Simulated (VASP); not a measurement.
# AlN (F-43m) in VASP: further runs

The runs below take AlN through single point, with r2SCAN.

All numbers are computed with VASP 6.6.1; they aren't measurements. Logs are shortened: lines on timing, memory, paths and dates and some standing lists are left out, and cuts for length are marked.

## Step 1: The cell of the first run

It takes space group F-43m (No. 216, cubic). Conventional cell: a = 4.370 Å, b = 4.370 Å, c = 4.370 Å, α = 90.00°, β = 90.00°, γ = 90.00°. Al (site symmetry -43m) has 4 N at 1.89 Å within 2.5 Å. N (site symmetry -43m) has 4 Al at 1.89 Å within 2.5 Å.

## Step 2: Single point, r2SCAN

Contents of POSCAR:

```
AlN
1.0
    0.0000000000      2.1848764127      2.1848764127
    2.1848764127      0.0000000000      2.1848764127
    2.1848764127      2.1848764127      0.0000000000
Al N
1 1
Direct
    0.0000000000      0.0000000000      0.0000000000
    0.2500000000      0.2500000000      0.2500000000
```

Contents of INCAR.step1:

```
SYSTEM = AlN
PREC = Accurate
ENCUT = 520
ISMEAR = -1
SIGMA = 0.02
LREAL = .False.
LASPH = .True.
NELM = 80
NBANDS = 11
GGA = PE
ALGO = Normal
EDIFF = 1E-4
LWAVE = .True.
LCHARG = .False.
```

Contents of INCAR.step2:

```
SYSTEM = AlN
PREC = Accurate
ENCUT = 520
EDIFF = 1E-7
ISMEAR = -1
SIGMA = 0.02
LREAL = .False.
LASPH = .True.
NELM = 80
ALGO = Normal
ISIF = 2
LWAVE = .False.
LCHARG = .False.
METAGGA = R2SCAN
LMIXTAU = .True.
NBANDS = 11
ISTART = 1
```

Contents of KPOINTS:

```
regular mesh
0
Gamma
  10 10 10
  0 0 0
```

Potentials or basis: VASP PAW PBE potentials, release 64 (Al, N).

Launch:

```console
$ cat potpaw_PBE.64/Al/POTCAR potpaw_PBE.64/N/POTCAR > POTCAR
$ cp INCAR.step1 INCAR
$ mpirun -np 1 vasp_std > vasp.out
$ cp INCAR.step2 INCAR
$ mpirun -np 1 vasp_std > vasp.out
```

OUTCAR:

```text
SYSTEM = AlN
   PREC = Accurate
   ENCUT = 520
   EDIFF = 1E-7
   ISMEAR = -1
   LREAL = .False.
   LASPH = .True.
   NELM = 80
   ISIF = 2
   METAGGA = R2SCAN
   ISTART = 1

 ion  position               nearest neighbor table
   1  0.000  0.000  0.000-   2 1.89   2 1.89   2 1.89   2 1.89
   2  0.250  0.250  0.250-   1 1.89   1 1.89   1 1.89   1 1.89

  LATTYP: Found a face centered cubic cell.
 ALAT       =     4.3697528254

  Lattice vectors:

 A1 = (   0.0000000000,   2.1848764127,   2.1848764127)
 A2 = (   2.1848764127,   0.0000000000,   2.1848764127)
 A3 = (   2.1848764127,   2.1848764127,   0.0000000000)

Analysis of symmetry for initial positions (statically):
=====================================================================
 Subroutine PRICEL returns:
 Original cell was already a primitive cell.

 Routine SETGRP: Setting up the symmetry group for a
 face centered cubic supercell.

 Subroutine GETGRP returns: Found 24 space group operations
 (whereof 24 operations were pure point group operations)
 out of a pool of 48 trial point group operations.

The static configuration has the point symmetry T_d .

Analysis of symmetry for dynamics (positions and initial velocities):
=====================================================================
 Subroutine PRICEL returns:
 Original cell was already a primitive cell.

 Routine SETGRP: Setting up the symmetry group for a
 face centered cubic supercell.

 Subroutine GETGRP returns: Found 24 space group operations
 (whereof 24 operations were pure point group operations)
 out of a pool of 48 trial point group operations.

The dynamic configuration has the point symmetry T_d .

 Subroutine INISYM returns: Found 24 space group operations
 (whereof 24 operations are pure point group operations),
 and found     1 'primitive' translations

----------------------------------------------------------------------------------------

                                     Primitive cell

  volume of cell :      20.8598

  direct lattice vectors                    reciprocal lattice vectors
     0.000000000  2.184876413  2.184876413    -0.228845896  0.228845896  0.228845896
     2.184876413  0.000000000  2.184876413     0.228845896 -0.228845896  0.228845896
     2.184876413  2.184876413  0.000000000     0.228845896  0.228845896 -0.228845896

  length of vectors
     3.089881855  3.089881855  3.089881855     0.396372719  0.396372719  0.396372719
[... 87 lines left out ...]
   ISIF   =      2    stress and relaxation
   ISYM   =      2    0-nonsym 1-usesym 2-fastsym
   POTIM  = 0.5000    time-step for ionic-motion
   TEBEG  =    0.0;   TEEND  =   0.0 temperature during run
   PSTRESS=    0.0 pullay stress
   NELECT =       8.0000    total number of electrons
   NUPDOWN=      -1.0000    fix difference up-down
   EMIN   =  10.00;   EMAX   =-10.00  energy-range for DOS
   EFERMI =   0.00;   METHOD = LEGACY
   ISMEAR =    -1;   SIGMA  =   0.02  broadening in eV -4-tet -1-fermi 0-gaus
   EFERMI_NEDOS =   21; number of points for ismear=-14 and -15
   IALGO  =     38    algorithm
   IMIX   =      4    mixing-type and parameters
     AMIX     =   0.40;   BMIX     =  1.00
     AMIX_MAG =   1.60;   BMIX_MAG =  1.00
  volume/ion in A,a.u.               =      10.43        70.38
  Fermi-wavevector in a.u.,A,eV,Ry     =   1.189418  2.247675 19.248378  1.414716
  Thomas-Fermi vector in A             =   2.325526
   LORBIT       =      0    0 simple, 1 ext, 2 COOP (PROOUT), +10 PAW based schemes
   METAGGA = R2SCAN    functional components
   LHFCALC =     F    Hartree Fock is set to
   AEXX    =    0.0000 exact exchange contribution
   IVDW    =     0    specifies the selected vdW correction
   LEPSILON=     F    determine dielectric tensor
   LRPA    =     F    only Hartree local field effects (RPA)
 non-spin polarized calculation
  energy-cutoff  :      520.00
  volume of cell :       20.86
 maximum number of plane-waves:       588
   NGX = 11   NGY = 11   NGZ = 11

 number of electron       8.0000000 magnetization

 Free energy of the ion-electron system (eV)
  ---------------------------------------------------
  ext. energy  EPLUGINS =         0.00000000
  ---------------------------------------------------
  free energy    TOTEN  =       -19.17972469 eV

  energy without entropy =      -19.17972469  energy(sigma->0) =      -19.17972469

 E-fermi :   6.1808     XC(G=0): -11.4130

 val. band max:        5.6817526811   @ k =   0.0000   0.0000   0.0000
 cond. band min:       9.6155751036   @ k =   0.5000   0.5000   0.0000
 fundamental gap:      3.9338224226
 Fermi energy:         6.1807811954

 k-point     1 :       0.0000    0.0000    0.0000
  band No.  band energies     occupation
      1     -10.0529      2.00000
      2       5.6818      2.00000
      3       5.6818      2.00000
      4       5.6818      2.00000
      5      10.5629      0.00000
      6      19.1906      0.00000
      7      19.1906      0.00000
      8      19.1906      0.00000
      9      24.2060      0.00000
     10      24.2060      0.00000
     11      25.9160      0.00000
[... 309 lines left out ...]
 k-point    24 :       0.4000    0.3000    0.0000
  band No.  band energies     occupation
      1      -8.0682      2.00000
      2       1.4924      2.00000
      3       3.9637      2.00000
      4       4.2558      2.00000
      5      11.2523      0.00000
      6      16.0939      0.00000
      7      18.9673      0.00000
      8      21.3539      0.00000
      9      21.9248      0.00000
     10      28.1160      0.00000
     11      30.5282      0.00000

 [... further k-points ...]

------------------------ aborting loop because EDIFF is reached ----------------------------------------

  FORCE on cell =-STRESS in cart. coord.  units (eV):
  Direction    XX          YY          ZZ          XY          YZ          ZX
  --------------------------------------------------------------------------------------
  -------------------------------------------------------------------------------------
  Total       -0.0503124     -0.0503124     -0.0503124      0.0000000     -0.0000000      0.0000000
  in kB       -3.8643397     -3.8643397     -3.8643397      0.0000000     -0.0000000      0.0000000
  external PRESSURE =      -3.8643397 kB  Pullay stress =       0.0000000 kB

 VOLUME and BASIS-vectors are now :
 -----------------------------------------------------------------------------
  energy-cutoff  :      520.00
  volume of cell :       20.86
      direct lattice vectors                 reciprocal lattice vectors
     0.000000000  2.184876413  2.184876413    -0.228845896  0.228845896  0.228845896
     2.184876413  0.000000000  2.184876413     0.228845896 -0.228845896  0.228845896
     2.184876413  2.184876413  0.000000000     0.228845896  0.228845896 -0.228845896

 POSITION                                       TOTAL-FORCE (eV/Angst)
 -----------------------------------------------------------------------------------
      0.00000      0.00000      0.00000        -0.000000      0.000000      0.000000
      1.09244      1.09244      1.09244         0.000000     -0.000000     -0.000000
 -----------------------------------------------------------------------------------
    total drift:                               -0.000000     -0.000000     -0.000000

  FREE ENERGIE OF THE ION-ELECTRON SYSTEM (eV)
  ---------------------------------------------------
  free  energy   TOTEN  =       -19.1797246942 eV

  energy  without entropy=      -19.1797246942  energy(sigma->0) =      -19.17972469
```

OUTCAR.step1:

```text
SYSTEM = AlN
   PREC = Accurate
   ENCUT = 520
   ISMEAR = -1
   LREAL = .False.
   LASPH = .True.
[... 556 lines left out ...]
      0.00000      0.00000      0.00000         0.000000      0.000000      0.000000
      1.09244      1.09244      1.09244        -0.000000     -0.000000     -0.000000
 -----------------------------------------------------------------------------------
    total drift:                                0.000000      0.000000      0.000000

  FREE ENERGIE OF THE ION-ELECTRON SYSTEM (eV)
  ---------------------------------------------------
  free  energy   TOTEN  =       -14.8411628368 eV

  energy  without entropy=      -14.8411628368  energy(sigma->0) =      -14.84116284
```

OSZICAR.step1:

```text
N       E                     dE             d eps       ncg     rms          rms(c)
DAV:   1     0.102694568701E+02    0.10269E+02   -0.38269E+03  1042   0.604E+02
DAV:   2    -0.163139629644E+02   -0.26583E+02   -0.25862E+02  1237   0.134E+02
DAV:   3    -0.172140937995E+02   -0.90013E+00   -0.89889E+00  1262   0.239E+01
DAV:   4    -0.172192925975E+02   -0.51988E-02   -0.51985E-02  1181   0.195E+00
DAV:   5    -0.172193586035E+02   -0.66006E-04   -0.66005E-04  1252   0.207E-01    0.862E+00
DAV:   6    -0.148512519223E+02    0.23681E+01   -0.11867E+01  1218   0.173E+01    0.283E+00
DAV:   7    -0.148476577881E+02    0.35941E-02   -0.16960E-01  1127   0.323E+00    0.206E+00
DAV:   8    -0.148425400654E+02    0.51177E-02   -0.28152E-02  1115   0.159E+00    0.582E-01
DAV:   9    -0.148411177720E+02    0.14223E-02   -0.40623E-03  1238   0.378E-01    0.233E-01
DAV:  10    -0.148411628368E+02   -0.45065E-04   -0.40713E-04  1100   0.131E-01
   1 F= -.14841163E+02 E0= -.14841163E+02  d E =-.976109E-11
```

Wall time 50 s (1 thread of Intel Xeon 8259CL, shared host); peak memory 0.14 GiB.

Results:

```yaml
Free_energy: -19.1797 eV
Pressure: -0.4 GPa
Band_gap_on_the_k_mesh: 3.93 eV, indirect (least direct gap 4.88 eV)
```

Caveat: the PAW data sets were made with another functional, which shifts forces and pressure a little. A k mesh can miss the band edges.

## Step 3: Single point, r2SCAN

POSCAR is that of step 2.

Contents of INCAR.step1:

```
SYSTEM = AlN
  PREC = Accurate
  ENCUT = 520
  ISMEAR = 0
  SIGMA = 0.01
  LREAL = .False.
  LASPH = .True.
  NELM = 60
  NBANDS = 11
  GGA = PE
  ALGO = Normal
  EDIFF = 1E-4
  LWAVE = .True.
  LCHARG = .False.
```

Contents of INCAR.step2:

```
SYSTEM = AlN
  PREC = Accurate
  ENCUT = 520
  EDIFF = 1E-6
  ISMEAR = 0
  SIGMA = 0.01
  LREAL = .False.
  LASPH = .True.
  NELM = 60
  ALGO = Normal
  ISIF = 2
  LWAVE = .False.
  LCHARG = .False.
  METAGGA = R2SCAN
  LMIXTAU = .True.
  NBANDS = 11
  ISTART = 1
```

Contents of KPOINTS:

```
Automatic mesh
0
Gamma
  10 10 10
  0 0 0
```

Potentials or basis: VASP PAW PBE potentials, release 64 (Al, N).

Launch:

```console
$ cat potpaw_PBE.64/Al/POTCAR potpaw_PBE.64/N/POTCAR > POTCAR
$ cp INCAR.step1 INCAR
$ mpirun -np 1 vasp_std > vasp.out
$ cp INCAR.step2 INCAR
$ mpirun -np 1 vasp_std > vasp.out
```

OUTCAR:

```text
SYSTEM = AlN
   PREC = Accurate
   ENCUT = 520
   EDIFF = 1E-6
   ISMEAR = 0
   LREAL = .False.
   LASPH = .True.
   NELM = 60
   ISIF = 2
   METAGGA = R2SCAN
   ISTART = 1

 ion  position               nearest neighbor table
   1  0.000  0.000  0.000-   2 1.89   2 1.89   2 1.89   2 1.89
   2  0.250  0.250  0.250-   1 1.89   1 1.89   1 1.89   1 1.89

  LATTYP: Found a face centered cubic cell.
 ALAT       =     4.3697528254

  Lattice vectors:

[... 521 lines left out ...]
 [... further k-points ...]

------------------------ aborting loop because EDIFF is reached ----------------------------------------

  FORCE on cell =-STRESS in cart. coord.  units (eV):
  Direction    XX          YY          ZZ          XY          YZ          ZX
  --------------------------------------------------------------------------------------
  -------------------------------------------------------------------------------------
  Total       -0.0501937     -0.0501937     -0.0501937      0.0000000      0.0000000      0.0000000
  in kB       -3.8552203     -3.8552203     -3.8552203      0.0000000      0.0000000      0.0000000
  external PRESSURE =      -3.8552203 kB  Pullay stress =       0.0000000 kB

 VOLUME and BASIS-vectors are now :
 -----------------------------------------------------------------------------
  energy-cutoff  :      520.00
  volume of cell :       20.86
      direct lattice vectors                 reciprocal lattice vectors
     0.000000000  2.184876413  2.184876413    -0.228845896  0.228845896  0.228845896
     2.184876413  0.000000000  2.184876413     0.228845896 -0.228845896  0.228845896
     2.184876413  2.184876413  0.000000000     0.228845896  0.228845896 -0.228845896

 POSITION                                       TOTAL-FORCE (eV/Angst)
 -----------------------------------------------------------------------------------
      0.00000      0.00000      0.00000         0.000000     -0.000000     -0.000000
      1.09244      1.09244      1.09244        -0.000000      0.000000      0.000000
 -----------------------------------------------------------------------------------
    total drift:                               -0.000000     -0.000000     -0.000000

  FREE ENERGIE OF THE ION-ELECTRON SYSTEM (eV)
  ---------------------------------------------------
  free  energy   TOTEN  =       -19.1797247554 eV

  energy  without entropy=      -19.1797247554  energy(sigma->0) =      -19.17972476
```

OSZICAR.step1:

```text
N       E                     dE             d eps       ncg     rms          rms(c)
DAV:   1     0.102695822092E+02    0.10270E+02   -0.38269E+03  1042   0.604E+02
DAV:   2    -0.163139629644E+02   -0.26584E+02   -0.25868E+02  1237   0.134E+02
DAV:   3    -0.172140937995E+02   -0.90013E+00   -0.89889E+00  1262   0.239E+01
DAV:   4    -0.172192925975E+02   -0.51988E-02   -0.51985E-02  1181   0.195E+00
DAV:   5    -0.172193586034E+02   -0.66006E-04   -0.66005E-04  1252   0.207E-01    0.862E+00
DAV:   6    -0.148512519223E+02    0.23681E+01   -0.11867E+01  1218   0.173E+01    0.283E+00
DAV:   7    -0.148476577878E+02    0.35941E-02   -0.16960E-01  1127   0.323E+00    0.206E+00
DAV:   8    -0.148425400654E+02    0.51177E-02   -0.28152E-02  1115   0.159E+00    0.582E-01
DAV:   9    -0.148411177720E+02    0.14223E-02   -0.40623E-03  1238   0.378E-01    0.233E-01
DAV:  10    -0.148411628366E+02   -0.45065E-04   -0.40713E-04  1100   0.131E-01
   1 F= -.14841163E+02 E0= -.14841163E+02  d E =-.130778E-97
```

It took 55 s on 1 thread of Intel Xeon 8259CL, shared host; peak memory 0.14 GiB.

What came out:

```
Free energy            : -19.1797 eV
Pressure               : -0.4 GPa
Band gap on the k mesh : 3.93 eV, indirect (least direct gap 4.88 eV)
```

Caveat: the PAW data sets were made with another functional, which shifts forces and pressure a little. r2SCAN opens gaps a little over a GGA but as a rule still falls short of measured ones.
